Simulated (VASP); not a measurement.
# LiNbO3 (R3c) in VASP: notebook

The runs below take LiNbO3 through single point, with PBE.

Program: VASP 6.6.1. These are calculated values, not measurements. Logs are shortened: lines on timing, memory, paths and dates and some standing lists are left out, and cuts for length are marked.

## (1) The cell of the first run

It takes space group R3c (No. 161, trigonal). Conventional cell: a = 5.190 Å, b = 5.190 Å, c = 14.014 Å, α = 90.00°, β = 90.00°, γ = 120.00°. Li (site symmetry 3) has 6 O at 2.08 to 2.27 Å within 2.8 Å. Within 2.5 Å of Nb (site symmetry 3) lie 6 O at 1.88 to 2.16 Å. Within 2.5 Å of O (site symmetry 1) lie 2 Nb at 1.88 to 2.16 Å and 2 Li at 2.08 to 2.27 Å.

## (2) Single point, PBE

The input, INCAR:

```
SYSTEM = LiNbO3
PREC = Accurate ; ENCUT = 520
EDIFF = 1E-7 ; ISMEAR = 0
SIGMA = 0.01 ; LREAL = Auto
LASPH = .True. ; NELM = 60
ALGO = Normal ; ISIF = 2
LWAVE = .False. ; LCHARG = .False.
GGA = PE ; NBANDS = 162
```

The input, KPOINTS:

```
Automatic mesh
0
Gamma
  2 2 2
  0 0 0
```

The input, POSCAR:

```
LiNbO3
1.0
   -5.1895018167     -2.9961602708      4.6714923687
    5.1895018167     -2.9961602708      4.6714923687
    0.0000000000      5.9923205416      4.6714923687
Li Nb O
8 8 24
Direct
    0.2816005315      0.2816005315      0.2816005315
    0.7816005315      0.7816005315      0.2816005315
    0.7816005315      0.2816005315      0.7816005315
    0.2816005315      0.7816005315      0.7816005315
    0.7816005315      0.7816005315      0.7816005315
    0.2816005315      0.2816005315      0.7816005315
    0.2816005315      0.7816005315      0.2816005315
    0.7816005315      0.2816005315      0.2816005315
    0.0004548846      0.0004548846      0.0004548846
    0.5004548846      0.5004548846      0.0004548846
    0.5004548846      0.0004548846      0.5004548846
    0.0004548846      0.5004548846      0.5004548846
    0.5004548846      0.5004548846      0.5004548846
    0.0004548846      0.0004548846      0.5004548846
    0.0004548846      0.5004548846      0.0004548846
    0.5004548846      0.0004548846      0.0004548846
    0.5396580049      0.4157946209      0.2343069581
    0.0396580049      0.9157946209      0.2343069581
    0.0396580049      0.4157946209      0.7343069581
    0.5396580049      0.9157946209      0.7343069581
    0.2343069581      0.5396580049      0.4157946209
    0.7343069581      0.0396580049      0.4157946209
    0.7343069581      0.5396580049      0.9157946209
    0.2343069581      0.0396580049      0.9157946209
    0.4157946209      0.2343069581      0.5396580049
    0.9157946209      0.7343069581      0.5396580049
    0.9157946209      0.2343069581      0.0396580049
    0.4157946209      0.7343069581      0.0396580049
    0.7343069581      0.4157946209      0.5396580049
    0.2343069581      0.9157946209      0.5396580049
    0.2343069581      0.4157946209      0.0396580049
    0.7343069581      0.9157946209      0.0396580049
    0.4157946209      0.5396580049      0.7343069581
    0.9157946209      0.0396580049      0.7343069581
    0.9157946209      0.5396580049      0.2343069581
    0.4157946209      0.0396580049      0.2343069581
    0.5396580049      0.7343069581      0.4157946209
    0.0396580049      0.2343069581      0.4157946209
    0.0396580049      0.7343069581      0.9157946209
    0.5396580049      0.2343069581      0.9157946209
```

Potentials or basis: VASP PAW PBE potentials, release 64 (Li_sv, Nb_sv, O).

Command:

```sh
> cat potpaw_PBE.64/Li_sv/POTCAR potpaw_PBE.64/Nb_sv/POTCAR potpaw_PBE.64/O/POTCAR > POTCAR
> mpirun -np 1 vasp_std > vasp.out
```

OUTCAR:

```text
SYSTEM = LiNbO3
   PREC = Accurate
   ENCUT = 520
   EDIFF = 1E-7
   ISMEAR = 0
   LREAL = Auto
   LASPH = .True.
   NELM = 60
   ISIF = 2
   GGA = PE

 ion  position               nearest neighbor table
   1  0.282  0.282  0.282-  31 2.08  38 2.08  36 2.08  17 2.27  25 2.27  21 2.27
   2  0.782  0.782  0.282-  32 2.08  37 2.08  35 2.08  18 2.27  26 2.27  22 2.27
   3  0.782  0.282  0.782-  29 2.08  40 2.08  34 2.08  19 2.27  27 2.27  23 2.27
   4  0.282  0.782  0.782-  30 2.08  39 2.08  33 2.08  20 2.27  28 2.27  24 2.27
   5  0.782  0.782  0.782-  26 2.08  23 2.08  20 2.08  34 2.27  32 2.27  39 2.27
   6  0.282  0.282  0.782-  25 2.08  24 2.08  19 2.08  33 2.27  31 2.27  40 2.27
[... 8 lines left out ...]
  15  0.000  0.500  0.000-  35 1.88  39 1.88  31 1.88  19 2.16  27 2.16  23 2.16
  16  0.500  0.000  0.000-  36 1.88  40 1.88  32 1.88  20 2.16  28 2.16  24 2.16
  17  0.540  0.416  0.234-  10 1.88   8 2.08  13 2.16   1 2.27
  18  0.040  0.916  0.234-   9 1.88   7 2.08  14 2.16   2 2.27
  19  0.040  0.416  0.734-  12 1.88   6 2.08  15 2.16   3 2.27
  20  0.540  0.916  0.734-  11 1.88   5 2.08  16 2.16   4 2.27
  21  0.234  0.540  0.416-  12 1.88   7 2.08  13 2.16   1 2.27
  22  0.734  0.040  0.416-  11 1.88   8 2.08  14 2.16   2 2.27
[... 16 lines left out ...]
  39  0.040  0.734  0.916-  15 1.88   4 2.08   9 2.16   5 2.27
  40  0.540  0.234  0.916-  16 1.88   3 2.08  10 2.16   6 2.27

  LATTYP: Found a trigonal (rhomboedric) cell.
 ALAT       =     7.5980751789
 COS(alpha) =     0.0670160781

  Lattice vectors:

 A1 = (  -5.1895018167,  -2.9961602708,   4.6714923687)
 A2 = (   5.1895018167,  -2.9961602708,   4.6714923687)
 A3 = (   0.0000000000,   5.9923205416,   4.6714923687)

Analysis of symmetry for initial positions (statically):
=====================================================================
 Subroutine PRICEL returns following result:

  LATTYP: Found a trigonal (rhomboedric) cell.
 ALAT       =     5.5497583118
 COS(alpha) =     0.5628069994

  Lattice vectors:

 A1 = (   0.0000000000,  -2.9961602708,   4.6714923687)
 A2 = (   2.5947509084,   1.4980801354,   4.6714923687)
 A3 = (  -2.5947509083,   1.4980801354,   4.6714923687)

   4 primitive cells build up your supercell.

 Routine SETGRP: Setting up the symmetry group for a
 trigonal (rhombohedral) supercell.

 Subroutine GETGRP returns: Found  6 space group operations
 (whereof  3 operations were pure point group operations)
 out of a pool of 12 trial point group operations.

The static configuration has the point symmetry C_3 .
 The point group associated with its full space group is C_3v.

Analysis of symmetry for dynamics (positions and initial velocities):
=====================================================================
 Subroutine PRICEL returns following result:

  LATTYP: Found a trigonal (rhomboedric) cell.
 ALAT       =     5.5497583118
 COS(alpha) =     0.5628069994

  Lattice vectors:

 A1 = (   0.0000000000,  -2.9961602708,   4.6714923687)
 A2 = (   2.5947509084,   1.4980801354,   4.6714923687)
 A3 = (  -2.5947509083,   1.4980801354,   4.6714923687)

   4 primitive cells build up your supercell.

 Routine SETGRP: Setting up the symmetry group for a
 trigonal (rhombohedral) supercell.

 Subroutine GETGRP returns: Found  6 space group operations
 (whereof  3 operations were pure point group operations)
 out of a pool of 12 trial point group operations.

The dynamic configuration has the point symmetry C_3 .
 The point group associated with its full space group is C_3v.

 Subroutine INISYM returns: Found  6 space group operations
 (whereof  3 operations are pure point group operations),
 and found     4 'primitive' translations

----------------------------------------------------------------------------------------

                                     Primitive cell

  volume of cell :     108.9526

  direct lattice vectors                    reciprocal lattice vectors
     0.000000000 -2.996160271  4.671492369     0.000000000 -0.222507011  0.071354785
     2.594750908  1.498080135  4.671492369     0.192696724  0.111253506  0.071354785
    -2.594750908  1.498080135  4.671492369    -0.192696724  0.111253506  0.071354785

  length of vectors
     5.549758312  5.549758312  5.549758312     0.233668302  0.233668302  0.233668302

  position of ions in fractional coordinates (direct lattice)
     0.281600531  0.281600531  0.281600531
     0.781600531  0.781600531  0.781600531
     0.000454885  0.000454885  0.000454885
     0.500454885  0.500454885  0.500454885
     0.721145668  0.110443574  0.358170342
     0.358170342  0.721145668  0.110443574
     0.110443574  0.358170342  0.721145668
     0.610443574  0.221145668  0.858170342
     0.221145668  0.858170342  0.610443574
     0.858170342  0.610443574  0.221145668

  ion indices of the primitive-cell ions
   primitive index   ion index
                 1           1
                 2           8
                 3          12
[... 70 lines left out ...]
   NUPDOWN=      -1.0000    fix difference up-down
   EMIN   =  10.00;   EMAX   =-10.00  energy-range for DOS
   EFERMI =   0.00;   METHOD = LEGACY
   ISMEAR =     0;   SIGMA  =   0.01  broadening in eV -4-tet -1-fermi 0-gaus
   EFERMI_NEDOS =   21; number of points for ismear=-14 and -15
   IALGO  =     38    algorithm
   IMIX   =      4    mixing-type and parameters
     AMIX     =   0.40;   BMIX     =  1.00
     AMIX_MAG =   1.60;   BMIX_MAG =  1.00
  volume/ion in A,a.u.               =      10.90        73.52
  Fermi-wavevector in a.u.,A,eV,Ry     =   1.399046  2.643813 26.631080  1.957329
  Thomas-Fermi vector in A             =   2.522144
   LORBIT       =      0    0 simple, 1 ext, 2 COOP (PROOUT), +10 PAW based schemes
   GGA     = PE    functional components
   LHFCALC =     F    Hartree Fock is set to
   AEXX    =    0.0000 exact exchange contribution
   IVDW    =     0    specifies the selected vdW correction
   LEPSILON=     F    determine dielectric tensor
   LRPA    =     F    only Hartree local field effects (RPA)
 non-spin polarized calculation
 Gauss-broadening in eV      SIGMA  =   0.01
  energy-cutoff  :      520.00
  volume of cell :      435.81
 maximum number of plane-waves:     11777
 NGX is ok and might be reduce to    60
   NGX = 29   NGY = 29   NGZ = 29

 number of electron     272.0000037 magnetization

 Free energy of the ion-electron system (eV)
  ---------------------------------------------------
  ext. energy  EPLUGINS =         0.00000000
  ---------------------------------------------------
  free energy    TOTEN  =      -320.19233699 eV

  energy without entropy =     -320.19233699  energy(sigma->0) =     -320.19233699

 E-fermi :   3.4099     XC(G=0): -10.6685

 val. band max:        3.3198932390   @ k =   0.0000   0.0000   0.0000
 cond. band min:       6.8960844801   @ k =   0.0000   0.0000   0.0000
 fundamental gap:      3.5761912411
 Fermi energy:         3.4099214445

 k-point     1 :       0.0000    0.0000    0.0000
  band No.  band energies     occupation
      1     -50.9097      2.00000
      2     -50.9052      2.00000
      3     -50.9052      2.00000
      4     -50.9052      2.00000
      5     -50.9007      2.00000
      6     -50.9007      2.00000
[... 140 lines left out ...]
    147       7.8502      0.00000
    148       7.8502      0.00000

 k-point     2 :       0.5000   -0.0000    0.0000
  band No.  band energies     occupation
      1     -50.9074      2.00000
      2     -50.9074      2.00000
      3     -50.9029      2.00000
      4     -50.9029      2.00000
      5     -50.9029      2.00000
      6     -50.9029      2.00000
[... 140 lines left out ...]
    147       7.9309      0.00000
    148       7.9309      0.00000

 k-point     3 :       0.5000    0.5000    0.0000
  band No.  band energies     occupation
      1     -50.9052      2.00000
      2     -50.9052      2.00000
      3     -50.9052      2.00000
      4     -50.9052      2.00000
      5     -50.9008      2.00000
      6     -50.9008      2.00000
[... 140 lines left out ...]
    147       7.9374      0.00000
    148       7.9374      0.00000

 k-point     4 :       0.5000    0.5000    0.5000
  band No.  band energies     occupation
      1     -50.9030      2.00000
      2     -50.9030      2.00000
      3     -50.9030      2.00000
      4     -50.9030      2.00000
      5     -50.9030      2.00000
      6     -50.9030      2.00000
[... 140 lines left out ...]
    147       7.9587      0.00000
    148       7.9587      0.00000
 [bands above 148 left out]

------------------------ aborting loop because EDIFF is reached ----------------------------------------

  FORCE on cell =-STRESS in cart. coord.  units (eV):
  Direction    XX          YY          ZZ          XY          YZ          ZX
  --------------------------------------------------------------------------------------
  -------------------------------------------------------------------------------------
  Total       -0.8441068     -0.8441068     -0.8845648      0.0000000      0.0000000      0.0000000
  in kB       -3.1032044     -3.1032044     -3.2519410      0.0000000      0.0000000      0.0000000
  external PRESSURE =      -3.1527833 kB  Pullay stress =       0.0000000 kB

 VOLUME and BASIS-vectors are now :
 -----------------------------------------------------------------------------
  energy-cutoff  :      520.00
  volume of cell :      435.81
      direct lattice vectors                 reciprocal lattice vectors
    -5.189501817 -2.996160271  4.671492369    -0.096348362 -0.055626753  0.071354785
     5.189501817 -2.996160271  4.671492369     0.096348362 -0.055626753  0.071354785
     0.000000000  5.992320542  4.671492369     0.000000000  0.111253506  0.071354785

 POSITION                                       TOTAL-FORCE (eV/Angst)
 -----------------------------------------------------------------------------------
      0.00000      0.00000      3.94648        -0.000000      0.000000      0.005854
      0.00000     -2.99616      8.61798        -0.000000      0.000000      0.005854
     -2.59475      1.49808      8.61798        -0.000000      0.000000      0.005854
      2.59475      1.49808      8.61798        -0.000000      0.000000      0.005854
      0.00000      0.00000     10.95372        -0.000000      0.000000      0.005854
      0.00000      2.99616      6.28223        -0.000000      0.000000      0.005854
[... 32 lines left out ...]
      3.60488      3.16881      7.89370         0.011245      0.006475     -0.000634
     -1.58462      3.16881      7.89370         0.011245      0.006475     -0.000634
 -----------------------------------------------------------------------------------
    total drift:                               -0.000000     -0.000003      0.003817

  FREE ENERGIE OF THE ION-ELECTRON SYSTEM (eV)
  ---------------------------------------------------
  free  energy   TOTEN  =      -320.1923369922 eV

  energy  without entropy=     -320.1923369922  energy(sigma->0) =     -320.19233699
```

Wall time 5 min (1 thread of Intel Xeon Platinum 8481C at 2.70GHz (Sapphire Rapids), shared host); peak memory 0.59 GiB.

Results:

```yaml
Free_energy: -320.1923 eV
Largest_force: 0.013 eV/Å
Band_gap_on_the_k_mesh: 3.58 eV
```

Forces in eV/Å, atoms in the order of the input:
```
Li   0.000  0.000  0.006
Li   0.000  0.000  0.006
Li   0.000  0.000  0.006
Li   0.000  0.000  0.006
Li   0.000  0.000  0.006
Li   0.000  0.000  0.006
Li   0.000  0.000  0.006
Li   0.000  0.000  0.006
Nb   0.000  0.000 -0.004
Nb   0.000  0.000 -0.004
Nb   0.000  0.000 -0.004
Nb   0.000  0.000 -0.004
Nb   0.000  0.000 -0.004
Nb   0.000  0.000 -0.004
Nb   0.000  0.000 -0.004
Nb   0.000  0.000 -0.004
O    0.011  0.007 -0.001
O    0.011  0.007 -0.001
O    0.011  0.007 -0.001
O    0.011  0.007 -0.001
O   -0.011  0.006 -0.001
O   -0.011  0.006 -0.001
O   -0.011  0.006 -0.001
O   -0.011  0.006 -0.001
O    0.000 -0.013 -0.001
O    0.000 -0.013 -0.001
O    0.000 -0.013 -0.001
O    0.000 -0.013 -0.001
O    0.000 -0.013 -0.001
O    0.000 -0.013 -0.001
O    0.000 -0.013 -0.001
O    0.000 -0.013 -0.001
O   -0.011  0.007 -0.001
O   -0.011  0.007 -0.001
O   -0.011  0.007 -0.001
O   -0.011  0.007 -0.001
O    0.011  0.006 -0.001
O    0.011  0.006 -0.001
O    0.011  0.006 -0.001
O    0.011  0.006 -0.001
```

Levels at points of the mesh, in eV from the valence-band top:
```
           k point  band 132  band 133  band 134  band 135  band 136  band 137  band 138  band 139  band 140  band 141
(0.00, 0.00, 0.00)     -0.19     -0.19     -0.19      0.00      0.00      3.58      3.58      3.66      3.66      3.66
(0.50, 0.00, 0.00)     -0.26     -0.26     -0.26     -0.08     -0.08      3.63      3.63      3.89      3.89      3.89
(0.50, 0.50, 0.00)     -0.24     -0.22     -0.22     -0.10     -0.10      3.80      3.80      3.84      3.84      4.01
(0.50, 0.50, 0.50)     -0.21     -0.21     -0.21     -0.21     -0.21      3.83      3.83      3.83      3.83      3.83
```

Caveat: the cutoff is under 1.25 times the usual one of these potentials, so pressure, stress and relaxed cells hold a basis-set (Pulay) error.

## (3) Single point, PBE

INCAR is that of step 2.

KPOINTS is that of step 2.

The input, POSCAR:

```
LiNbO3
1.0
   -5.1895018741     -2.9961603040      4.6714922500
    5.1895018741     -2.9961603040      4.6714922500
    0.0000000000      5.9923206080      4.6714922500
Li Nb O
8 8 24
Direct
    0.2816005538      0.2816005538      0.2816005538
    0.7816005538      0.7816005538      0.2816005538
    0.7816005538      0.2816005538      0.7816005538
    0.2816005538      0.7816005538      0.7816005538
    0.7816005538      0.7816005538      0.7816005538
    0.2816005538      0.2816005538      0.7816005538
    0.2816005538      0.7816005538      0.2816005538
    0.7816005538      0.2816005538      0.2816005538
    0.0004548850      0.0004548850      0.0004548850
    0.5004548850      0.5004548850      0.0004548850
    0.5004548850      0.0004548850      0.5004548850
    0.0004548850      0.5004548850      0.5004548850
    0.5004548850      0.5004548850      0.5004548850
    0.0004548850      0.0004548850      0.5004548850
    0.0004548850      0.5004548850      0.0004548850
    0.5004548850      0.0004548850      0.0004548850
    0.5396579775      0.4157946282      0.2343069556
    0.0396579775      0.9157946282      0.2343069556
    0.0396579775      0.4157946282      0.7343069556
    0.5396579775      0.9157946282      0.7343069556
    0.2343069556      0.5396579775      0.4157946282
    0.7343069556      0.0396579775      0.4157946282
    0.7343069556      0.5396579775      0.9157946282
    0.2343069556      0.0396579775      0.9157946282
    0.4157946282      0.2343069556      0.5396579775
    0.9157946282      0.7343069556      0.5396579775
    0.9157946282      0.2343069556      0.0396579775
    0.4157946282      0.7343069556      0.0396579775
    0.7343069556      0.4157946282      0.5396579775
    0.2343069556      0.9157946282      0.5396579775
    0.2343069556      0.4157946282      0.0396579775
    0.7343069556      0.9157946282      0.0396579775
    0.4157946282      0.5396579775      0.7343069556
    0.9157946282      0.0396579775      0.7343069556
    0.9157946282      0.5396579775      0.2343069556
    0.4157946282      0.0396579775      0.2343069556
    0.5396579775      0.7343069556      0.4157946282
    0.0396579775      0.2343069556      0.4157946282
    0.0396579775      0.7343069556      0.9157946282
    0.5396579775      0.2343069556      0.9157946282
```

Potentials or basis: VASP PAW PBE potentials, release 64 (Li_sv, Nb_sv, O).

Command:

```sh
> cat potpaw_PBE.64/Li_sv/POTCAR potpaw_PBE.64/Nb_sv/POTCAR potpaw_PBE.64/O/POTCAR > POTCAR
> mpirun -np 1 vasp_std > vasp.out
```

Wall time 6.2 min (1 thread of Intel Xeon 6975P-C (Granite Rapids), shared host); peak memory 0.58 GiB.

Results (log left out):

```yaml
Free_energy: -320.1923 eV
Largest_force: 0.013 eV/Å
Band_gap_on_the_k_mesh: 3.58 eV
```

Forces on the atoms (eV/Å):
```
Li   0.000  0.000  0.006
Li   0.000  0.000  0.006
Li   0.000  0.000  0.006
Li   0.000  0.000  0.006
Li   0.000  0.000  0.006
Li   0.000  0.000  0.006
Li   0.000  0.000  0.006
Li   0.000  0.000  0.006
Nb   0.000  0.000 -0.004
Nb   0.000  0.000 -0.004
Nb   0.000  0.000 -0.004
Nb   0.000  0.000 -0.004
Nb   0.000  0.000 -0.004
Nb   0.000  0.000 -0.004
Nb   0.000  0.000 -0.004
Nb   0.000  0.000 -0.004
O    0.011  0.007 -0.001
O    0.011  0.007 -0.001
O    0.011  0.007 -0.001
O    0.011  0.007 -0.001
O   -0.011  0.006 -0.001
O   -0.011  0.006 -0.001
O   -0.011  0.006 -0.001
O   -0.011  0.006 -0.001
O    0.000 -0.013 -0.001
O    0.000 -0.013 -0.001
O    0.000 -0.013 -0.001
O    0.000 -0.013 -0.001
O    0.000 -0.013 -0.001
O    0.000 -0.013 -0.001
O    0.000 -0.013 -0.001
O    0.000 -0.013 -0.001
O   -0.011  0.007 -0.001
O   -0.011  0.007 -0.001
O   -0.011  0.007 -0.001
O   -0.011  0.007 -0.001
O    0.011  0.006 -0.001
O    0.011  0.006 -0.001
O    0.011  0.006 -0.001
O    0.011  0.006 -0.001
```

Levels at points of the mesh, in eV from the valence-band top:
| k point | band 132 | band 133 | band 134 | band 135 | band 136 | band 137 | band 138 | band 139 | band 140 | band 141 |
| --- | --- | --- | --- | --- | --- | --- | --- | --- | --- | --- |
| (0.00, 0.00, 0.00) | -0.19 | -0.19 | -0.19 | 0.00 | 0.00 | 3.58 | 3.58 | 3.66 | 3.66 | 3.66 |
| (0.50, 0.00, 0.00) | -0.26 | -0.26 | -0.26 | -0.08 | -0.08 | 3.63 | 3.63 | 3.89 | 3.89 | 3.89 |
| (0.50, 0.50, 0.00) | -0.24 | -0.22 | -0.22 | -0.10 | -0.10 | 3.80 | 3.80 | 3.84 | 3.84 | 4.01 |
| (0.50, 0.50, 0.50) | -0.21 | -0.21 | -0.21 | -0.21 | -0.21 | 3.83 | 3.83 | 3.83 | 3.83 | 3.83 |

Caveat: the cutoff is under 1.25 times the usual one of these potentials, so pressure, stress and relaxed cells hold a basis-set (Pulay) error. A k mesh can miss the band edges.
